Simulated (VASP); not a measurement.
Input of a VASP 6.6.1 run:

Contents of INCAR:

```
SYSTEM = Ti3Si
ALGO     = Fast           ! electronic algorithm
EDIFF    = 1E-6           ! SCF threshold, eV
ENCUT    = 520            ! plane-wave cutoff, eV
GGA      = PS             ! functional
ISIF     = 2              ! what is computed and relaxed
ISMEAR   = 0              ! smearing method
LASPH    = .True.         ! aspherical terms in the spheres
LCHARG   = .True.         ! write CHGCAR
LELF     = .True.         ! ELF
LREAL    = .False.        ! projectors in reciprocal space
LVHAR    = .True.       
LWAVE    = .False.        ! write WAVECAR
NBANDS   = 50             ! bands
NELM     = 100            ! most SCF steps
PREC     = Accurate       ! precision mode
SIGMA    = 0.1            ! smearing width, eV
```

Contents of KPOINTS:

```
k-points
0
Gamma
  6 6 8
  0 0 0
```

File POSCAR:

```
Ti3Si
1.0
    5.4629591871      0.0000000000      0.0000000000
   -2.7314795935      4.7310614359      0.0000000000
    0.0000000000      0.0000000000      4.3929770652
Ti Si
6 2
Direct
    0.3429830752      0.1714915376      0.7500000000
    0.8285084624      0.1714915376      0.7500000000
    0.8285084624      0.6570169248      0.7500000000
    0.6570169248      0.8285084624      0.2500000000
    0.1714915376      0.8285084624      0.2500000000
    0.1714915376      0.3429830752      0.2500000000
    0.3333333333      0.6666666667      0.7500000000
    0.6666666667      0.3333333333      0.2500000000
```

Potentials or basis: VASP PAW PBE potentials, release 64 (Ti_sv, Si).

Run with:

```console
$ cat potpaw_PBE.64/Ti_sv/POTCAR potpaw_PBE.64/Si/POTCAR > POTCAR
$ mpirun -np 1 vasp_std > vasp.out
```

Task: Estimate the largest force.

Result: 0.017 eV/Å.

Task: Estimate the band gap on the k mesh.

Result: Zero (bands 40 and 41 overlap by 0.40 eV).

Task: Estimate the pressure.

Result: 9.8 GPa.

Stress tensor (GPa, compression positive):
```
9.76 0.00 0.00
0.00 9.76 0.00
0.00 0.00 9.86
```

Caveat: the cell stands under pressure; the PAW data sets were made with another functional, which shifts forces and pressure a little.
